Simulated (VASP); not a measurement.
A run of VASP 6.6.1 is set up as follows.

The input INCAR:

```
SYSTEM = Ba
PREC = Accurate
ENCUT = 520
EDIFF = 1E-7
ISMEAR = -1
SIGMA = 0.1
LREAL = .False.
LASPH = .True.
NELM = 100
ALGO = Normal
ISIF = 2
LWAVE = .False.
LCHARG = .False.
GGA = PS
NBANDS = 11
```

The input KPOINTS:

```
Automatic mesh
0
Gamma
  8 8 8
  0 0 0
```

POSCAR

```
Ba
1.0
    3.8080660129      0.0000000000      0.0000000000
    0.0000000000      3.8080660129      0.0000000000
    0.0000000000      0.0000000000      3.8080660129
Ba
1
Direct
    0.0000000000      0.0000000000      0.0000000000
```

Potentials or basis: VASP PAW PBE potentials, release 64 (Ba_sv).

Command:

```bash
$ cat potpaw_PBE.64/Ba_sv/POTCAR > POTCAR
$ mpirun -np 1 vasp_std > vasp.out
```

Question: Predict the band gap on the k mesh.

Answer: Zero (bands 5 and 6 overlap by 0.16 eV).

Question: What does it give for the pressure?

Answer: 0.2 GPa.

Caveat: the PAW data sets were made with another functional, which shifts forces and pressure a little; spin-orbit coupling is left out, which moves the levels of the heavy elements.
